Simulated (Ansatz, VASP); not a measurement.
# Os in VASP and in Ansatz

```
Os
1.0
     0.00000    1.91254    1.91254
     1.91254    0.00000    1.91254
     1.91254    1.91254    0.00000
Os
1
Cartesian
  0.0000 0.0000 0.0000
```

Alike in both runs: task relaxation of cell and atoms; functional RPBE; k mesh 14 × 14 × 14; occupations fermi-dirac, width 0.1 eV; no spin polarisation.

```csv
,VASP,Ansatz
version,VASP 6.6.1,Ansatz 0.2.0
potentials or method,"VASP PAW PBE potentials, release 64 (Os), cutoff 600 eV","plane waves (420 eV) with PAW, scalar-relativistic"
valence electrons in the cell,8,16
```

VASP gave:

```
relaxed volume (Å³/atom)                                     : 14.49
relaxed cell length with the largest relative difference (Å) : 2.736
```

**Question.** Which values does Ansatz return?

**Answer.** Relaxed volume (Å³/atom): 14.50; relaxed cell length with the largest relative difference (Å): 2.737.

VASP's potentials were made for PBE, not for RPBE. VASP's potentials hold 8 valence electrons a cell and Ansatz's 16, so a difference there can come from the potentials and not from the codes.

Spin-orbit coupling is off throughout.
